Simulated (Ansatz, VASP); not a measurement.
**Two plane-wave programs on LiH**

```
Li H
1.0
     0.00000    2.14418    2.14418
     2.14418    0.00000    2.14418
     2.14418    2.14418    0.00000
Li H
1 1
Direct
  0.00000 0.00000 0.00000
  0.25000 0.25000 0.25000
```

Alike in both runs: task single point; functional HSE06; k mesh 8 × 8 × 8; occupations gaussian, width 0.02 eV; no spin polarisation.

|  | VASP | Ansatz |
| --- | --- | --- |
| version | VASP 6.6.1 | Ansatz 0.2.0 |
| potentials or method | VASP PAW PBE potentials, release 64 (Li_sv, H), cutoff 520 eV | scalar-relativistic, plane waves, PAW |
| valence electrons in the cell | 4 | 4 |

```tsv
	VASP	Ansatz	Ansatz less VASP
gap on the k mesh at the Fermi level (eV)	5.25	5.25	+0.001
least direct gap on the mesh (eV)	6.42	6.42	0.000
```

Ansatz's warnings: stress exchange threshold loose, stress scf threshold loose.

Noted on VASP's run: the cutoff is under 1.25 times that of the potentials, so the pressure is a little rough.
